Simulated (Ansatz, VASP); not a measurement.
# TaN in VASP and in Ansatz

Contents of INCAR:

```
ALGO = Normal
EDIFF = 1E-8
ENCUT = 520
GGA = CA
ISIF = 2
ISMEAR = -1
LASPH = T
LCHARG = F
LEFG = T
LREAL = F
LWAVE = F
NBANDS = 33
NELM = 80
PREC = Accurate
SIGMA = 0.03
```

The input KPOINTS:

```
k-points
0
Gamma
  5 5 8
```

POSCAR

```
TaN
1.0
    5.1501995545      0.0000000000      0.0000000000
   -2.5750997773      4.4602036488      0.0000000000
    0.0000000000      0.0000000000      2.8884826334
Ta N
3 3
Direct
    0.0000000000      0.0000000000      0.0000000000
    0.3333333333      0.6666666667      0.5000000000
    0.6666666667      0.3333333333      0.5000000000
    0.5000000000      0.0000000000      0.0000000000
    0.5000000000      0.5000000000      0.0000000000
    0.0000000000      0.5000000000      0.0000000000
```

Input for Ansatz:

```yaml
crystal:
  lattice:
    - [5.1501995545, 0.0, 0.0]
    - [-2.5750997773, 4.4602036488, 0.0]
    - [0.0, 0.0, 2.8884826334]
  atoms:
    - { symbol: Ta, position: [0.0, 0.0, 0.0] }
    - { symbol: Ta, position: [0.3333333333, 0.6666666667, 0.5] }
    - { symbol: Ta, position: [0.6666666667, 0.3333333333, 0.5] }
    - { symbol: "N", position: [0.5, 0.0, 0.0] }
    - { symbol: "N", position: [0.5, 0.5, 0.0] }
    - { symbol: "N", position: [0.0, 0.5, 0.0] }
kpoints:
  mp_grid: { grid: [5, 5, 8] }
scf:
  occupations: { method: fermi_dirac, width: 0.03 }
hamiltonian:
  xc: lda
  pseudopotentials: { kind: all_electron, datasets: crystal }
output:
  forces: true
  stress: true
  eigenvalues: true
  efg: { contact_densities: true }
```

Change from the starting cell: volume scaled by 0.98, crystal datasets.

Alike in both runs: task electric field gradients; functional LDA; k mesh 5 × 5 × 8; occupations fermi-dirac, width 0.03 eV; no spin polarisation.

|  | VASP | Ansatz |
| --- | --- | --- |
| version | VASP 6.6.1 | Ansatz 0.2.0 |
| potentials or method | VASP PAW LDA potentials, release 64 (Ta_pv, N), cutoff 520 eV | all-electron PAW with datasets made for the crystal, scalar-relativistic |

```tsv
	VASP	Ansatz	Ansatz less VASP
pressure (GPa)	3.9	1.9	-1.99
traceless stress, the component that is largest in VASP (GPa)	0.31	-0.18	-0.488
size of Vzz on the site where it differs most (V/Å²)	342.4	463.0	+120.54
```

LDA's correlation is that of Perdew and Zunger in VASP and of Perdew and Wang (1992) in Ansatz. Ansatz ran all-electron here, and VASP with PAW potentials.

Neither program's run includes spin-orbit coupling.
